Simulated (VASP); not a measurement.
# In (R-3m) in VASP: a series of runs

In is run at these levels: LDA, PBEsol; tasks: single point.

All numbers are computed with VASP 6.6.1; they aren't measurements. Logs are shortened: lines on timing, memory, paths and dates and some standing lists are left out, and cuts for length are marked.

### 1 The cell of the first run

It takes space group R-3m (No. 166, trigonal). The conventional cell has a = 3.361 Å, b = 3.361 Å, c = 24.785 Å, α = 90.00°, β = 90.00°, γ = 120.00°. In (site symmetry 3m) has 12 In at 3.36 to 3.37 Å within 4.4 Å. Within 4.4 Å of In (site symmetry -3m) lie 12 In at 3.36 to 3.37 Å.

### 2 Single point, LDA (26.95 Å³/atom)

Input file INCAR:

```
PREC     = Accurate       # precision mode
ENCUT    = 520            # plane-wave cutoff, eV
EDIFF    = 1E-6           # SCF threshold, eV
ISMEAR   = -1             # smearing method
SIGMA    = 0.05           # smearing width, eV
LREAL    = F              # projectors in reciprocal space
LASPH    = T              # aspherical terms in the spheres
NELM     = 80             # most SCF steps
ALGO     = Fast           # electronic algorithm
ISIF     = 2              # what is computed and relaxed
LWAVE    = F              # write WAVECAR
LCHARG   = F              # write CHGCAR
GGA      = CA             # functional
NBANDS   = 26             # bands
```

Input file KPOINTS:

```
Automatic mesh
0
Gamma
  9 9 9
```

Input file POSCAR:

```
In
1.0
    1.6806943363      0.9703493275      8.2618188953
   -1.6806943363      0.9703493275      8.2618188953
    0.0000000000     -1.9406986550      8.2618188953
In
3
Direct
    0.2219877600      0.2219877600      0.2219877600
    0.7780122400      0.7780122400      0.7780122400
    0.0000000000      0.0000000000      0.0000000000
```

Potentials or basis: VASP PAW LDA potentials, release 64 (In_d).

Run with:

```bash
$ cat potpaw_LDA.64/In_d/POTCAR > POTCAR
$ mpirun -np 1 vasp_std > vasp.out
```

OUTCAR:

```text
PREC = Accurate
   ENCUT = 520
   EDIFF = 1E-6
   ISMEAR = -1
   LREAL = F
   LASPH = T
   NELM = 80
   ISIF = 2
   GGA = CA

 ion  position               nearest neighbor table
   1  0.222  0.222  0.222-   2 3.36   2 3.36   2 3.36   3 3.37   3 3.37   3 3.37
   2  0.778  0.778  0.778-   1 3.36   1 3.36   1 3.36   3 3.37   3 3.37   3 3.37
   3  0.000  0.000  0.000-   2 3.37   2 3.37   1 3.37   1 3.37   2 3.37   1 3.37

  LATTYP: Found a trigonal (rhomboedric) cell.
 ALAT       =     8.4866932741
 COS(alpha) =     0.9215612875

  Lattice vectors:

 A1 = (   1.6806943363,   0.9703493275,   8.2618188953)
 A2 = (  -1.6806943363,   0.9703493275,   8.2618188953)
 A3 = (   0.0000000000,  -1.9406986550,   8.2618188953)

Analysis of symmetry for initial positions (statically):
=====================================================================
 Subroutine PRICEL returns:
 Original cell was already a primitive cell.

 Routine SETGRP: Setting up the symmetry group for a
 trigonal (rhombohedral) supercell.

 Subroutine GETGRP returns: Found 12 space group operations
 (whereof 12 operations were pure point group operations)
 out of a pool of 12 trial point group operations.

The static configuration has the point symmetry D_3d.

Analysis of symmetry for dynamics (positions and initial velocities):
=====================================================================
 Subroutine PRICEL returns:
 Original cell was already a primitive cell.

 Routine SETGRP: Setting up the symmetry group for a
 trigonal (rhombohedral) supercell.

 Subroutine GETGRP returns: Found 12 space group operations
 (whereof 12 operations were pure point group operations)
 out of a pool of 12 trial point group operations.

The dynamic configuration has the point symmetry D_3d.

 Subroutine INISYM returns: Found 12 space group operations
 (whereof 12 operations are pure point group operations),
 and found     1 'primitive' translations

----------------------------------------------------------------------------------------

                                     Primitive cell

  volume of cell :      80.8433

  direct lattice vectors                    reciprocal lattice vectors
     1.680694336  0.970349328  8.261818895     0.297496094  0.171759450  0.040346241
    -1.680694336  0.970349328  8.261818895    -0.297496094  0.171759450  0.040346241
     0.000000000 -1.940698655  8.261818895     0.000000000 -0.343518900  0.040346241

  length of vectors
     8.486693274  8.486693274  8.486693274     0.345880114  0.345880114  0.345880114

  position of ions in fractional coordinates (direct lattice)
     0.221987760  0.221987760  0.221987760
     0.778012240  0.778012240  0.778012240
     0.000000000  0.000000000  0.000000000

  ion indices of the primitive-cell ions
   primitive index   ion index
                 1           1
                 2           2
                 3           3

----------------------------------------------------------------------------------------

 KPOINTS: Automatic mesh

Automatic generation of k-mesh.
 Grid dimensions read from file:
 generate k-points for:    9    9    9

 Generating k-lattice:

  Cartesian coordinates                     Fractional coordinates (reciprocal lattice)
     0.033055122  0.019084383  0.004482916     0.111111111 -0.000000000  0.000000000
    -0.033055122  0.019084383  0.004482916    -0.000000000  0.111111111  0.000000000
     0.000000000 -0.038168767  0.004482916     0.000000000  0.000000000  0.111111111

  Length of vectors
     0.038431124  0.038431124  0.038431124

  Shift w.r.t. Gamma in fractional coordinates (k-lattice)
     0.000000000  0.000000000  0.000000000

 Subroutine IBZKPT returns following result:
 ===========================================

 Found     85 irreducible k-points:

 Following reciprocal coordinates:
            Coordinates               Weight
  0.000000  0.000000  0.000000      1.000000
  0.111111  0.000000 -0.000000      6.000000
  0.222222  0.000000 -0.000000      6.000000
  0.333333 -0.000000  0.000000      6.000000
  0.444444  0.000000 -0.000000      6.000000
  0.111111  0.111111 -0.000000      6.000000
[... 16 lines left out ...]
 -0.333333  0.333333  0.000000      6.000000
  0.444444  0.444444 -0.000000      6.000000
 [... further k-points ...]
   k-points           NKPTS =     85   k-points in BZ     NKDIM =     85   number of bands    NBANDS=     26
   number of dos      NEDOS =    301   number of ions     NIONS =      3
   total plane-waves  NPLWV = 262144
   dimension x,y,z NGX =    64 NGY =   64 NGZ =   64
   dimension x,y,z NGXF=   128 NGYF=  128 NGZF=  128
   ions per type =               3
   NGX,Y,Z   is equivalent  to a cutoff of  12.54, 12.54, 12.54 a.u.
   NGXF,Y,Z  is equivalent  to a cutoff of  25.07, 25.07, 25.07 a.u.
 SYSTEM =  unknown system
   PREC   = accura    normal or accurate (medium, high low for compatibility)
   ISTART =      0    job   : 0-new  1-cont  2-samecut
   ICHARG =      2    charge: 1-file 2-atom 10-const
   ISPIN  =      1    spin polarized calculation?
   LNONCOLLINEAR =      F non collinear calculations
   LSORBIT =      F    spin-orbit coupling
   LASPH  =      T    aspherical Exc in radial PAW
   ENCUT  =  520.0 eV  38.22 Ry    6.18 a.u.  15.78 15.78 15.78*2*pi/ulx,y,z
   NELM   =     80;   NELMIN=  2; NELMDL= -5     # of ELM steps
   EDIFF  = 0.1E-05   stopping-criterion for ELM
   LREAL  =      F    real-space projection
   EDIFFG = 0.1E-04   stopping-criterion for IOM
   NSW    =      0    number of steps for IOM
   IBRION =     -1    ionic relax: 0-MD 1-quasi-New 2-CG
   NFREE  =      0    steps in history (QN), initial steepest desc. (CG)
   ISIF   =      2    stress and relaxation
   ISYM   =      2    0-nonsym 1-usesym 2-fastsym
   POTIM  = 0.5000    time-step for ionic-motion
   TEBEG  =    0.0;   TEEND  =   0.0 temperature during run
   PSTRESS=    0.0 pullay stress
   NELECT =      39.0000    total number of electrons
   NUPDOWN=      -1.0000    fix difference up-down
   EMIN   =  10.00;   EMAX   =-10.00  energy-range for DOS
   EFERMI =   0.00;   METHOD = LEGACY
   ISMEAR =    -1;   SIGMA  =   0.05  broadening in eV -4-tet -1-fermi 0-gaus
   EFERMI_NEDOS =   21; number of points for ismear=-14 and -15
   IALGO  =     68    algorithm
   IMIX   =      4    mixing-type and parameters
     AMIX     =   0.40;   BMIX     =  1.00
     AMIX_MAG =   1.60;   BMIX_MAG =  1.00
  volume/ion in A,a.u.               =      26.95       181.85
  Fermi-wavevector in a.u.,A,eV,Ry     =   1.283951  2.426316 22.429614  1.648530
  Thomas-Fermi vector in A             =   2.416174
   LORBIT       =      0    0 simple, 1 ext, 2 COOP (PROOUT), +10 PAW based schemes
   GGA     = CA    functional components
   LHFCALC =     F    Hartree Fock is set to
   AEXX    =    0.0000 exact exchange contribution
   IVDW    =     0    specifies the selected vdW correction
   LEPSILON=     F    determine dielectric tensor
   LRPA    =     F    only Hartree local field effects (RPA)
 non-spin polarized calculation
 RMM-DIIS sequential band-by-band and
  energy-cutoff  :      520.00
  volume of cell :       80.84
 maximum number of plane-waves:      2194
   NGX = 31   NGY = 31   NGZ = 31

 number of electron      38.9999997 magnetization

 Free energy of the ion-electron system (eV)
  ---------------------------------------------------
  ext. energy  EPLUGINS =         0.00000000
  ---------------------------------------------------
  free energy    TOTEN  =        -9.54105915 eV

  energy without entropy =       -9.52680877  energy(sigma->0) =       -9.53393396

 E-fermi :   6.8794     XC(G=0): -10.3867

 val. band max:        6.8528464908   @ k =  -0.2222  -0.2222   0.1111
 cond. band min:       6.8831472025   @ k =  -0.2222   0.2222   0.0000
 fundamental gap:      0.0303007117
 Fermi energy:         6.8793986236

 k-point     1 :       0.0000    0.0000    0.0000
  band No.  band energies     occupation
      1      -7.6722      2.00000
      2      -7.6642      2.00000
      3      -7.6301      2.00000
      4      -7.6254      2.00000
      5      -7.6254      2.00000
      6      -7.6021      2.00000
[... 18 lines left out ...]
     25      16.8871      0.00000
     26      16.9505      0.00000

 k-point     2 :       0.1111    0.0000   -0.0000
  band No.  band energies     occupation
      1      -7.6712      2.00000
      2      -7.6619      2.00000
      3      -7.6316      2.00000
      4      -7.6204      2.00000
      5      -7.5977      2.00000
      6      -7.5909      2.00000
[... 18 lines left out ...]
     25      15.6487      0.00000
     26      16.5131      0.00000

 k-point     3 :       0.2222    0.0000   -0.0000
  band No.  band energies     occupation
      1      -7.7131      2.00000
      2      -7.6892      2.00000
      3      -7.6264      2.00000
      4      -7.6015      2.00000
      5      -7.5822      2.00000
      6      -7.5763      2.00000
[... 18 lines left out ...]
     25      13.3903      0.00000
     26      15.2113      0.00000

 k-point     4 :       0.3333   -0.0000    0.0000
  band No.  band energies     occupation
      1      -7.7572      2.00000
      2      -7.7314      2.00000
      3      -7.6689      2.00000
      4      -7.6353      2.00000
      5      -7.6197      2.00000
      6      -7.5946      2.00000
[... 18 lines left out ...]
     25      12.2836      0.00000
     26      13.6068      0.00000
[... 496 lines left out ...]
      1      -7.7151      2.00000
      2      -7.6843      2.00000
      3      -7.6574      2.00000
      4      -7.6198      2.00000
      5      -7.5892      2.00000
      6      -7.5724      2.00000
[... 18 lines left out ...]
     25       9.5445      0.00000
     26      11.3920      0.00000

 k-point    23 :      -0.3333    0.3333    0.0000
  band No.  band energies     occupation
      1      -7.7138      2.00000
      2      -7.6592      2.00000
      3      -7.6562      2.00000
      4      -7.5837      2.00000
      5      -7.5826      2.00000
      6      -7.5133      2.00000
[... 18 lines left out ...]
     25      10.4645      0.00000
     26      11.4533      0.00000

 k-point    24 :       0.4444    0.4444   -0.0000
  band No.  band energies     occupation
      1      -7.8093      2.00000
      2      -7.7314      2.00000
      3      -7.6878      2.00000
      4      -7.6800      2.00000
      5      -7.6433      2.00000
      6      -7.5936      2.00000
[... 18 lines left out ...]
     25      13.2705      0.00000
     26      13.3293      0.00000

 [... further k-points ...]

------------------------ aborting loop because EDIFF is reached ----------------------------------------

  FORCE on cell =-STRESS in cart. coord.  units (eV):
  Direction    XX          YY          ZZ          XY          YZ          ZX
  --------------------------------------------------------------------------------------
  -------------------------------------------------------------------------------------
  Total       -1.5999099     -1.5999099     -1.8615871      0.0000000      0.0000000      0.0000000
  in kB      -31.7075244    -31.7075244    -36.8935264      0.0000000      0.0000000      0.0000000
  external PRESSURE =     -33.4361917 kB  Pullay stress =       0.0000000 kB

 VOLUME and BASIS-vectors are now :
 -----------------------------------------------------------------------------
  energy-cutoff  :      520.00
  volume of cell :       80.84
      direct lattice vectors                 reciprocal lattice vectors
     1.680694336  0.970349328  8.261818895     0.297496094  0.171759450  0.040346241
    -1.680694336  0.970349328  8.261818895    -0.297496094  0.171759450  0.040346241
     0.000000000 -1.940698655  8.261818895     0.000000000 -0.343518900  0.040346241

 POSITION                                       TOTAL-FORCE (eV/Angst)
 -----------------------------------------------------------------------------------
      0.00000      0.00000      5.50207         0.000000      0.000000     -0.036530
      0.00000      0.00000     19.28339         0.000000     -0.000000      0.036530
      0.00000      0.00000      0.00000         0.000000      0.000000      0.000000
 -----------------------------------------------------------------------------------
    total drift:                                0.000000      0.000000     -0.000000

  FREE ENERGIE OF THE ION-ELECTRON SYSTEM (eV)
  ---------------------------------------------------
  free  energy   TOTEN  =        -9.5410591472 eV

  energy  without entropy=       -9.5268087670  energy(sigma->0) =       -9.53393396
```

Wall time 19 min (1 thread of Intel Xeon Platinum 8488C (Sapphire Rapids), shared host); peak memory 0.46 GiB.

Results:

```yaml
Free_energy: -9.5411 eV
Pressure: -3.3 GPa
Largest_force: 0.037 eV/Å
Band_gap_on_the_k_mesh: zero (an odd number of electrons rules out a gap without spin polarisation)
```

Forces in eV/Å, atoms in the order of the input:
```
In   0.000  0.000 -0.037
In   0.000  0.000  0.037
In   0.000  0.000  0.000
```

Caveat: the cell stands under tension; spin-orbit coupling is left out, which moves the levels of the heavy elements.

### 3 Single point, LDA (27.48 Å³/atom)

This run uses another cell than the first one, of 27.48 Å³/atom.

Input file INCAR:

```
SYSTEM = In
PREC = Accurate
ENCUT = 520
EDIFF = 1E-6
ISMEAR = -1
SIGMA = 0.05
LREAL = .FALSE.
LASPH = .TRUE.
NELM = 60
ALGO = Fast
ISIF = 2
LWAVE = .FALSE.
LCHARG = .FALSE.
NBANDS = 26
```

Input file KPOINTS:

```
regular mesh
0
G
  9 9 9
  0 0 0
```

Input file POSCAR:

```
In
1.0
    1.6916082417      0.9766504737      8.3154685732
   -1.6916082417      0.9766504737      8.3154685732
    0.0000000000     -1.9533009474      8.3154685732
In
3
Direct
    0.2219877600      0.2219877600      0.2219877600
    0.7780122400      0.7780122400      0.7780122400
    0.0000000000      0.0000000000      0.0000000000
```

Potentials or basis: VASP PAW LDA potentials, release 64 (In_d).

Run with:

```bash
$ cat potpaw_LDA.64/In_d/POTCAR > POTCAR
$ mpirun -np 1 vasp_std > vasp.out
```

Run time: 18 min. Hardware: 1 thread of Intel Xeon Platinum 8488C (Sapphire Rapids), shared host; peak memory 0.45 GiB.

It converged, with:

| Quantity | Value |
| --- | --- |
| Free energy | -9.5058 eV |
| Pressure | -3.9 GPa |
| Largest force | 0.042 eV/Å |
| Band gap on the k mesh | zero (an odd number of electrons rules out a gap without spin polarisation) |

Forces in eV/Å, atoms in the order of the input:
```
In   0.000  0.000 -0.042
In   0.000  0.000  0.042
In   0.000  0.000  0.000
```

Stress tensor (GPa, compression positive):
```
-3.73  0.00  0.00
 0.00 -3.73  0.00
 0.00  0.00 -4.21
```

Levels at points of the mesh, in eV from the Fermi level:
```
           k point  band 15  band 16  band 17  band 18  band 19  band 20  band 21  band 22  band 23  band 24
(0.00, 0.00, 0.00)   -14.24    -9.23    -6.87    -6.85     0.47     0.48     8.37     8.37     8.44     8.44
```

Caveat: the cell stands under tension; spin-orbit coupling is left out, which moves the levels of the heavy elements.

### 4 Single point, LDA (28.00 Å³/atom)

This run uses another cell than the first one, of 28.00 Å³/atom.

Input file INCAR:

```
  ALGO = Fast
  EDIFF = 1E-6
  ENCUT = 520
  GGA = CA
  ISIF = 2
  ISMEAR = -1
  LASPH = True
  LCHARG = False
  LREAL = False
  LWAVE = False
  NBANDS = 26
  NELM = 80
  PREC = Accurate
  SIGMA = 0.05
```

Input file KPOINTS:

```
k-points
0
Gamma
  9 9 9
```

Input file POSCAR:

```
In
1.0
    1.7023831070      0.9828713451      8.3684347693
   -1.7023831070      0.9828713451      8.3684347693
    0.0000000000     -1.9657426901      8.3684347693
In
3
Direct
    0.2219877600      0.2219877600      0.2219877600
    0.7780122400      0.7780122400      0.7780122400
    0.0000000000      0.0000000000      0.0000000000
```

Run with:

```bash
$ cat potpaw_LDA.64/In_d/POTCAR > POTCAR
$ mpirun -np 1 vasp_std > vasp.out
```

It took 16 min on 1 thread of Intel Xeon Platinum 8488C (Sapphire Rapids), shared host; peak memory 0.45 GiB.

Results (log left out):

| Property | Result |
| --- | --- |
| Free energy | -9.4653 eV |
| Pressure | -4.4 GPa |
| Largest force | 0.047 eV/Å |
| Band gap on the k mesh | zero (an odd number of electrons rules out a gap without spin polarisation) |

Forces on the atoms (eV/Å):
```
In   0.000  0.000 -0.047
In   0.000  0.000  0.047
In   0.000  0.000  0.000
```

Stress tensor (GPa, compression positive):
```
-4.29  0.00  0.00
 0.00 -4.29  0.00
 0.00  0.00 -4.74
```

Levels at points of the mesh, in eV from the Fermi level:
```csv
k point,band 17,band 18,band 19,band 20,band 21,band 22
"(0.00, 0.00, 0.00)",-6.79,-6.77,0.45,0.47,8.23,8.23
```

Caveat: the cell stands under tension; spin-orbit coupling is left out, which moves the levels of the heavy elements.

### 5 Single point, PBEsol (24.83 Å³/atom)

This run uses another cell than the first one, of 24.83 Å³/atom.

Input file INCAR:

```
PREC = Accurate
ENCUT = 520
EDIFF = 1E-6
ISMEAR = -1
SIGMA = 0.05
LREAL = F
LASPH = T
NELM = 100
ALGO = Fast
ISIF = 2
LWAVE = F
LCHARG = T
GGA = PS
LELF = T
LVHAR = T
NBANDS = 26
```

Input file KPOINTS:

```
regular mesh
0
Gamma
  9 9 9
```

Input file POSCAR:

```
In
1.0
    1.6355530321      0.9442869834      8.0399169875
   -1.6355530321      0.9442869834      8.0399169875
    0.0000000000     -1.8885739667      8.0399169875
In
3
Direct
    0.2219877600      0.2219877600      0.2219877600
    0.7780122400      0.7780122400      0.7780122400
    0.0000000000      0.0000000000      0.0000000000
```

Potentials or basis: VASP PAW PBE potentials, release 64 (In_d).

Run with:

```bash
$ cat potpaw_PBE.64/In_d/POTCAR > POTCAR
$ mpirun -np 1 vasp_std > vasp.out
```

Wall time 20 min (1 thread of Intel Xeon Platinum 8375C at 2.90GHz (Ice Lake), shared host); peak memory 0.61 GiB.

It converged, with:

- Free energy: -8.9054 eV
- Pressure: 1.6 GPa
- Band gap on the k mesh: zero (an odd number of electrons rules out a gap without spin polarisation)

Forces in eV/Å, atoms in the order of the input:
```
In   0.000  0.000 -0.002
In   0.000  0.000  0.002
In   0.000  0.000  0.000
```

Stress tensor (GPa, compression positive):
```
1.81 0.00 0.00
0.00 1.81 0.00
0.00 0.00 1.12
```

Levels at points of the mesh, in eV from the Fermi level:
| k point | band 17 | band 18 | band 19 | band 20 | band 21 | band 22 |
| --- | --- | --- | --- | --- | --- | --- |
| (0.00, 0.00, 0.00) | -7.35 | -7.33 | 0.52 | 0.54 | 9.20 | 9.20 |

Caveat: the PAW data sets were made with another functional, which shifts forces and pressure a little; spin-orbit coupling is left out, which moves the levels of the heavy elements.

### 6 Summary

```tsv
level	potentials or basis	cell	gap on the mesh (eV)	pressure (GPa)	largest force (eV/Å)
LDA	VASP PAW LDA potentials, release 64 (In_d)	a = 8.487 Å, angles 22.8°, 3 atoms	none	-3.3	0.04
LDA	VASP PAW LDA potentials, release 64 (In_d)	a = 8.542 Å, angles 22.8°, 3 atoms	none	-3.9	0.04
LDA	VASP PAW LDA potentials, release 64 (In_d)	a = 8.596 Å, angles 22.8°, 3 atoms	none	-4.4	0.05
PBEsol	VASP PAW PBE potentials, release 64 (In_d)	a = 8.259 Å, angles 22.8°, 3 atoms	none	1.6	-
```

Alike in all rows: task single point; no spin polarisation; k mesh 9 × 9 × 9; cutoff (eV) 520; smearing fermi-dirac 0.05 eV.

Caveats: spin-orbit coupling is left out, which moves the levels of the heavy elements; the cell stands under tension (at least some runs); the PAW data sets were made with another functional, which shifts forces and pressure a little (at least some runs).

Total energies depend on the potentials used, so only differences within one code and one set of settings carry meaning.
